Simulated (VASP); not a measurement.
# SiC (P2_1) in VASP: single point with PBEsol

Aim: the single point of SiC with PBEsol.

All numbers are computed with VASP 6.6.1; they aren't measurements. Logs are shortened: lines on timing, memory, paths and dates and some standing lists are left out, and cuts for length are marked.

## 1. The cell of the first run

Symmetry: P2_1, No. 4, monoclinic system. The conventional cell has a = 3.078 Å, b = 10.076 Å, c = 3.078 Å, α = 90.00°, β = 120.00°, γ = 90.00°. Si (site symmetry 1) has 4 C at 1.87 to 1.90 Å within 2.5 Å. Within 2.5 Å of Si (site symmetry 1) lie 4 C at 1.87 to 1.90 Å. C (site symmetry 1) has 4 Si at 1.87 to 1.90 Å within 2.5 Å. Within 2.5 Å of C (site symmetry 1) lie 4 Si at 1.87 to 1.90 Å.

## 2. Single point, PBEsol (mode 10 frozen in at +0.000 Å and mode 18 at -0.015 Å (largest displacements))

File INCAR:

```
SYSTEM = SiC
  PREC = Accurate
  ENCUT = 520
  EDIFF = 1E-6
  ISMEAR = 0
  SIGMA = 0.05
  LREAL = .FALSE.
  LASPH = .TRUE.
  NELM = 100
  ALGO = Normal
  ISIF = 2
  LWAVE = .FALSE.
  LCHARG = .FALSE.
  GGA = PS
  NBANDS = 26
```

File KPOINTS:

```
Automatic mesh
0
G
  12 12 4
  0 0 0
```

File POSCAR:

```
SiC
1.0
    3.0780670561      0.0000000000      0.0000000000
   -1.5390335280      2.6656842651      0.0000000000
    0.0000000000      0.0000000000     10.0758090271
Si C
4 4
Direct
    0.6683738625      0.3333333333      0.9378278417
    0.3316261375      0.6666666667      0.4378278417
    0.0017618921      0.0000000000      0.6878973493
   -0.0017618921      0.0000000000      0.1878973493
    0.6617934785      0.3333333333      0.7498191684
    0.3382065215      0.6666666667      0.2498191684
    0.0037109680      0.0000000000      0.5004546406
   -0.0037109680      0.0000000000      0.0004546406
```

Potentials or basis: VASP PAW PBE potentials, release 64 (Si, C).

On the command line:

```bash
$ cat potpaw_PBE.64/Si/POTCAR potpaw_PBE.64/C/POTCAR > POTCAR
$ mpirun -np 1 vasp_std > vasp.out
```

OUTCAR:

```text
SYSTEM = SiC
   PREC = Accurate
   ENCUT = 520
   EDIFF = 1E-6
   ISMEAR = 0
   LREAL = .FALSE.
   LASPH = .TRUE.
   NELM = 100
   ISIF = 2
   GGA = PS

 ion  position               nearest neighbor table
   1  0.668  0.333  0.938-   8 1.87   8 1.89   5 1.89   8 1.90   4 3.08   3 3.08   3 3.08   3 3.08
                             4 3.08   4 3.09
   2  0.332  0.667  0.438-   7 1.87   7 1.89   6 1.89   7 1.90   3 3.08   4 3.08   4 3.08   4 3.08
                             3 3.08   3 3.09
   3  0.002  0.000  0.688-   5 1.87   5 1.88   7 1.89   5 1.90   2 3.08   1 3.08   1 3.08   1 3.08
                             2 3.08   2 3.09
   4  0.998  0.000  0.188-   6 1.87   6 1.88   8 1.89   6 1.90   1 3.08   2 3.08   2 3.08   2 3.08
                             1 3.08   1 3.09
   5  0.662  0.333  0.750-   3 1.87   3 1.88   1 1.89   3 1.90
   6  0.338  0.667  0.250-   4 1.87   4 1.88   2 1.89   4 1.90
   7  0.004  0.000  0.500-   2 1.87   2 1.89   3 1.89   2 1.90
   8  0.996  0.000  0.000-   1 1.87   1 1.89   4 1.89   1 1.90

  LATTYP: Found a hexagonal cell.
 ALAT       =     3.0780670561
 C/A-ratio  =     3.2734208981

  Lattice vectors:

 A1 = (   3.0780670561,   0.0000000000,   0.0000000000)
 A2 = (  -1.5390335280,   2.6656842651,   0.0000000000)
 A3 = (   0.0000000000,   0.0000000000,  10.0758090271)

Analysis of symmetry for initial positions (statically):
=====================================================================
 Subroutine PRICEL returns:
 Original cell was already a primitive cell.

 Routine SETGRP: Setting up the symmetry group for a
 hexagonal supercell.

 Subroutine GETGRP returns: Found  2 space group operations
 (whereof  1 operations were pure point group operations)
 out of a pool of 24 trial point group operations.

The static configuration has the point symmetry C_1 .
 The point group associated with its full space group is C_2 .

Analysis of symmetry for dynamics (positions and initial velocities):
=====================================================================
 Subroutine PRICEL returns:
 Original cell was already a primitive cell.

 Routine SETGRP: Setting up the symmetry group for a
 hexagonal supercell.

 Subroutine GETGRP returns: Found  2 space group operations
 (whereof  1 operations were pure point group operations)
 out of a pool of 24 trial point group operations.

The dynamic configuration has the point symmetry C_1 .
 The point group associated with its full space group is C_2 .

 Subroutine INISYM returns: Found  2 space group operations
 (whereof  1 operations are pure point group operations),
 and found     1 'primitive' translations

----------------------------------------------------------------------------------------

                                     Primitive cell

  volume of cell :      82.6736

  direct lattice vectors                    reciprocal lattice vectors
     3.078067056  0.000000000  0.000000000     0.324879212  0.187569101  0.000000000
    -1.539033528  2.665684265  0.000000000     0.000000000  0.375138201  0.000000000
     0.000000000  0.000000000 10.075809027     0.000000000  0.000000000  0.099247613

  length of vectors
     3.078067056  3.078067056 10.075809027     0.375138201  0.375138201  0.099247613

  position of ions in fractional coordinates (direct lattice)
     0.668373862  0.333333333  0.937827842
     0.331626138  0.666666667  0.437827842
     0.001761892  0.000000000  0.687897349
     0.998238108  0.000000000  0.187897349
     0.661793479  0.333333333  0.749819168
     0.338206521  0.666666667  0.249819168
     0.003710968  0.000000000  0.500454641
     0.996289032  0.000000000  0.000454641

  ion indices of the primitive-cell ions
   primitive index   ion index
                 1           1
                 2           2
                 3           3
                 4           4
                 5           5
                 6           6
                 7           7
                 8           8

----------------------------------------------------------------------------------------

 KPOINTS: Automatic mesh

Automatic generation of k-mesh.
 Grid dimensions read from file:
 generate k-points for:   12   12    4

 Generating k-lattice:

  Cartesian coordinates                     Fractional coordinates (reciprocal lattice)
     0.027073268  0.015630758  0.000000000     0.083333333  0.000000000  0.000000000
     0.000000000  0.031261517  0.000000000     0.000000000  0.083333333  0.000000000
     0.000000000  0.000000000  0.024811903     0.000000000  0.000000000  0.250000000

  Length of vectors
     0.031261517  0.031261517  0.024811903

  Shift w.r.t. Gamma in fractional coordinates (k-lattice)
     0.000000000  0.000000000  0.000000000

 Subroutine IBZKPT returns following result:
 ===========================================

 Found    222 irreducible k-points:

 Following reciprocal coordinates:
            Coordinates               Weight
  0.000000  0.000000  0.000000      1.000000
  0.083333  0.000000  0.000000      2.000000
  0.000000  0.083333  0.000000      2.000000
 -0.083333  0.083333  0.000000      2.000000
  0.166667  0.000000  0.000000      2.000000
  0.000000  0.166667  0.000000      2.000000
[... 16 lines left out ...]
  0.166667  0.083333  0.000000      2.000000
 -0.083333  0.250000  0.000000      2.000000
 [... further k-points ...]
   k-points           NKPTS =    222   k-points in BZ     NKDIM =    222   number of bands    NBANDS=     26
   number of dos      NEDOS =    301   number of ions     NIONS =      8
   total plane-waves  NPLWV =  46080
   dimension x,y,z NGX =    24 NGY =   24 NGZ =   80
   dimension x,y,z NGXF=    48 NGYF=   48 NGZF=  160
   ions per type =               4   4
   NGX,Y,Z   is equivalent  to a cutoff of  12.96, 12.96, 13.20 a.u.
   NGXF,Y,Z  is equivalent  to a cutoff of  25.92, 25.92, 26.40 a.u.
 SYSTEM =  SiC
   PREC   = accura    normal or accurate (medium, high low for compatibility)
   ISTART =      0    job   : 0-new  1-cont  2-samecut
   ICHARG =      2    charge: 1-file 2-atom 10-const
   ISPIN  =      1    spin polarized calculation?
   LNONCOLLINEAR =      F non collinear calculations
   LSORBIT =      F    spin-orbit coupling
   LASPH  =      T    aspherical Exc in radial PAW
   ENCUT  =  520.0 eV  38.22 Ry    6.18 a.u.   5.72  5.72 18.73*2*pi/ulx,y,z
   NELM   =    100;   NELMIN=  2; NELMDL= -5     # of ELM steps
   EDIFF  = 0.1E-05   stopping-criterion for ELM
   LREAL  =      F    real-space projection
   EDIFFG = 0.1E-04   stopping-criterion for IOM
   NSW    =      0    number of steps for IOM
   IBRION =     -1    ionic relax: 0-MD 1-quasi-New 2-CG
   NFREE  =      0    steps in history (QN), initial steepest desc. (CG)
   ISIF   =      2    stress and relaxation
   ISYM   =      2    0-nonsym 1-usesym 2-fastsym
   POTIM  = 0.5000    time-step for ionic-motion
   TEBEG  =    0.0;   TEEND  =   0.0 temperature during run
   PSTRESS=    0.0 pullay stress
   NELECT =      32.0000    total number of electrons
   NUPDOWN=      -1.0000    fix difference up-down
   EMIN   =  10.00;   EMAX   =-10.00  energy-range for DOS
   EFERMI =   0.00;   METHOD = LEGACY
   ISMEAR =     0;   SIGMA  =   0.05  broadening in eV -4-tet -1-fermi 0-gaus
   EFERMI_NEDOS =   21; number of points for ismear=-14 and -15
   IALGO  =     38    algorithm
   IMIX   =      4    mixing-type and parameters
     AMIX     =   0.40;   BMIX     =  1.00
     AMIX_MAG =   1.60;   BMIX_MAG =  1.00
  volume/ion in A,a.u.               =      10.33        69.74
  Fermi-wavevector in a.u.,A,eV,Ry     =   1.193079  2.254593 19.367048  1.423438
  Thomas-Fermi vector in A             =   2.329102
   LORBIT       =      0    0 simple, 1 ext, 2 COOP (PROOUT), +10 PAW based schemes
   GGA     = PS    functional components
   LHFCALC =     F    Hartree Fock is set to
   AEXX    =    0.0000 exact exchange contribution
   IVDW    =     0    specifies the selected vdW correction
   LEPSILON=     F    determine dielectric tensor
   LRPA    =     F    only Hartree local field effects (RPA)
 non-spin polarized calculation
 Gauss-broadening in eV      SIGMA  =   0.05
  energy-cutoff  :      520.00
  volume of cell :       82.67
 maximum number of plane-waves:      2256
   NGX = 11   NGY = 11   NGZ = 37

 number of electron      32.0000002 magnetization

 Free energy of the ion-electron system (eV)
  ---------------------------------------------------
  ext. energy  EPLUGINS =         0.00000000
  ---------------------------------------------------
  free energy    TOTEN  =       -63.65851550 eV

  energy without entropy =      -63.65851550  energy(sigma->0) =      -63.65851550

 E-fermi :   8.4196     XC(G=0): -11.5069

 val. band max:        8.1450620278   @ k =   0.0000   0.0000   0.0000
 cond. band min:      10.2201221915   @ k =   0.5000   0.5000   0.0000
 fundamental gap:      2.0750601637
 Fermi energy:         8.4196309967

 k-point     1 :       0.0000    0.0000    0.0000
  band No.  band energies     occupation
      1      -7.3741      2.00000
      2      -6.1898      2.00000
      3      -6.1539      2.00000
      4      -3.7655      2.00000
      5      -0.5444      2.00000
      6       3.7304      2.00000
[... 18 lines left out ...]
     25      15.4684      0.00000
     26      16.1198      0.00000

 k-point     2 :       0.0833    0.0000    0.0000
  band No.  band energies     occupation
      1      -7.2529      2.00000
      2      -6.0727      2.00000
      3      -6.0359      2.00000
      4      -3.6631      2.00000
      5      -0.4324      2.00000
      6       3.7685      2.00000
[... 18 lines left out ...]
     25      15.4940      0.00000
     26      16.0552      0.00000

 k-point     3 :       0.0000    0.0833    0.0000
  band No.  band energies     occupation
      1      -7.2529      2.00000
      2      -6.0725      2.00000
      3      -6.0361      2.00000
      4      -3.6630      2.00000
      5      -0.4325      2.00000
      6       3.7699      2.00000
[... 18 lines left out ...]
     25      15.4855      0.00000
     26      16.0766      0.00000

 k-point     4 :      -0.0833    0.0833    0.0000
  band No.  band energies     occupation
      1      -7.2530      2.00000
      2      -6.0724      2.00000
      3      -6.0363      2.00000
      4      -3.6629      2.00000
      5      -0.4326      2.00000
      6       3.7711      2.00000
[... 18 lines left out ...]
     25      15.4901      0.00000
     26      16.0550      0.00000

 k-point     5 :       0.1667    0.0000    0.0000
  band No.  band energies     occupation
      1      -6.8922      2.00000
      2      -5.7254      2.00000
      3      -5.6857      2.00000
      4      -3.3648      2.00000
      5      -0.1058      2.00000
      6       3.7495      2.00000
[... 18 lines left out ...]
     25      16.0892      0.00000
     26      16.1915      0.00000

 k-point     6 :       0.0000    0.1667    0.0000
  band No.  band energies     occupation
      1      -6.8923      2.00000
      2      -5.7248      2.00000
      3      -5.6865      2.00000
      4      -3.3645      2.00000
      5      -0.1061      2.00000
      6       3.7539      2.00000
[... 427 lines left out ...]
 k-point    21 :      -0.0833    0.1667    0.0000
  band No.  band energies     occupation
      1      -7.0121      2.00000
      2      -5.8396      2.00000
      3      -5.8028      2.00000
      4      -3.4620      2.00000
      5      -0.2132      2.00000
      6       3.8020      2.00000
[... 18 lines left out ...]
     25      16.1793      0.00000
     26      16.3007      0.00000

 k-point    22 :      -0.1667    0.0833    0.0000
  band No.  band energies     occupation
      1      -7.0120      2.00000
      2      -5.8400      2.00000
      3      -5.8023      2.00000
      4      -3.4623      2.00000
      5      -0.2130      2.00000
      6       3.7973      2.00000
[... 18 lines left out ...]
     25      16.1057      0.00000
     26      16.2996      0.00000

 k-point    23 :       0.1667    0.0833    0.0000
  band No.  band energies     occupation
      1      -6.5361      2.00000
      2      -5.3851      2.00000
      3      -5.3417      2.00000
      4      -3.0829      2.00000
      5       0.2032      2.00000
      6       3.4285      2.00000
[... 18 lines left out ...]
     25      16.0866      0.00000
     26      16.4293      0.00000

 k-point    24 :      -0.0833    0.2500    0.0000
  band No.  band energies     occupation
      1      -6.5366      2.00000
      2      -5.3832      2.00000
      3      -5.3441      2.00000
      4      -3.0815      2.00000
      5       0.2023      2.00000
      6       3.4425      2.00000
[... 18 lines left out ...]
     25      16.0113      0.00000
     26      16.5023      0.00000

 [... further k-points ...]
[... 5 lines left out ...]
  --------------------------------------------------------------------------------------
  -------------------------------------------------------------------------------------
  Total        0.2175418      0.1927983      0.2046316      0.1350891      0.0000000      0.0000000
  in kB        4.2158634      3.7363467      3.9656707      2.6179674      0.0000000      0.0000000
  external PRESSURE =       3.9726270 kB  Pullay stress =       0.0000000 kB

 VOLUME and BASIS-vectors are now :
 -----------------------------------------------------------------------------
  energy-cutoff  :      520.00
  volume of cell :       82.67
      direct lattice vectors                 reciprocal lattice vectors
     3.078067056  0.000000000  0.000000000     0.324879212  0.187569101  0.000000000
    -1.539033528  2.665684265  0.000000000     0.000000000  0.375138201  0.000000000
     0.000000000  0.000000000 10.075809027     0.000000000  0.000000000  0.099247613

 POSITION                                       TOTAL-FORCE (eV/Angst)
 -----------------------------------------------------------------------------------
      1.54429      0.88856      9.44937        -0.329173      0.007391     -0.001816
     -0.00525      1.77712      4.41147         0.329173     -0.007391     -0.001816
      0.00542      0.00000      6.93112        -0.340004     -0.011594     -0.004349
      3.07264      0.00000      1.89322         0.340004      0.011594     -0.004349
      1.52403      0.88856      7.55503         0.401807      0.011750      0.004370
      0.01500      1.77712      2.51713        -0.401807     -0.011750      0.004370
      0.01142      0.00000      5.04249        -0.306138      0.007333      0.001796
      3.06664      0.00000      0.00458         0.306138     -0.007333      0.001796
 -----------------------------------------------------------------------------------
    total drift:                               -0.000000     -0.000000      0.000055

  FREE ENERGIE OF THE ION-ELECTRON SYSTEM (eV)
  ---------------------------------------------------
  free  energy   TOTEN  =       -63.6585154956 eV

  energy  without entropy=      -63.6585154956  energy(sigma->0) =      -63.65851550
```

Run time: 8.9 min. Hardware: 1 thread of AMD EPYC 7R43 (Zen 3), shared host; peak memory 0.41 GiB.

What came out:

```
Free energy            : -63.6585 eV
Pressure               : 0.4 GPa
Largest force          : 0.402 eV/Å
Band gap on the k mesh : 2.08 eV, indirect (least direct gap 3.21 eV)
```

Forces on the atoms (eV/Å):
```
Si  -0.329  0.007 -0.002
Si   0.329 -0.007 -0.002
Si  -0.340 -0.012 -0.004
Si   0.340  0.012 -0.004
C    0.402  0.012  0.004
C   -0.402 -0.012  0.004
C   -0.306  0.007  0.002
C    0.306 -0.007  0.002
```

Levels at points of the mesh, in eV from the valence-band top:
```csv
k point,band 13,band 14,band 15,band 16,band 17,band 18,band 19,band 20
"(0.00, 0.00, 0.00)",-0.55,-0.06,-0.01,0.00,5.02,5.60,6.24,6.24
"(0.50, 0.00, 0.00)",-2.35,-2.24,-1.61,-1.13,2.12,2.21,4.11,4.66
"(0.00, 0.50, 0.00)",-2.39,-2.24,-1.59,-1.13,2.10,2.22,4.10,4.65
"(0.50, 0.50, 0.00)",-2.38,-2.25,-1.58,-1.14,2.08,2.24,4.09,4.64
"(0.00, 0.00, 0.50)",-0.21,-0.21,-0.21,-0.21,5.23,5.23,6.69,6.69
"(0.50, 0.00, 0.50)",-2.55,-2.55,-1.57,-1.57,2.51,2.51,4.13,4.13
"(0.00, 0.50, 0.50)",-2.54,-2.54,-1.57,-1.57,2.52,2.52,4.09,4.09
"(0.50, 0.50, 0.50)",-2.52,-2.52,-1.57,-1.57,2.52,2.52,4.06,4.06
```

Caveat: the cell differs from its parent crystal (mode 10 frozen in at +0.000 Å and mode 18 at -0.015 Å (largest displacements)); the PAW data sets were made with another functional, which shifts forces and pressure a little.
